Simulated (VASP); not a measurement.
A run of VASP 6.6.1:

INCAR

```
SYSTEM = CdSe
PREC = Accurate
ENCUT = 520
EDIFF = 1E-6
ISMEAR = -1
SIGMA = 0.08
LREAL = .FALSE.
LASPH = .TRUE.
NELM = 100
ALGO = Normal
ISIF = 2
LWAVE = .FALSE.
LCHARG = .FALSE.
GGA = PE
NBANDS = 26
```

Contents of KPOINTS:

```
Automatic mesh
0
G
  8 8 5
  0 0 0
```

POSCAR

```
CdSe
1.0
    4.3843466215      0.0000000000      0.0000000000
   -2.1921733107      3.7969555532      0.0000000000
    0.0000000000      0.0000000000      7.1569688873
Cd Se
2 2
Direct
    0.3333333333      0.6666666667      0.0001304044
    0.6666666667      0.3333333333      0.5001304044
    0.3333333333      0.6666666667      0.3758695956
    0.6666666667      0.3333333333      0.8758695956
```

Potentials or basis: VASP PAW PBE potentials, release 64 (Cd, Se).

Command:

```sh
$ cat potpaw_PBE.64/Cd/POTCAR potpaw_PBE.64/Se/POTCAR > POTCAR
$ mpirun -np 1 vasp_std > vasp.out
```

Hardware: 1 thread of Intel(R) Xeon(R) Platinum 8559C (Emerald Rapids), on a shared host.

Question: How long does it take, and how much memory?

Answer: Wall time 38 s on 1 thread of Intel(R) Xeon(R) Platinum 8559C (Emerald Rapids), on a shared host, peak memory 0.29 GiB. Counts: scf iterations 14, k points 30.
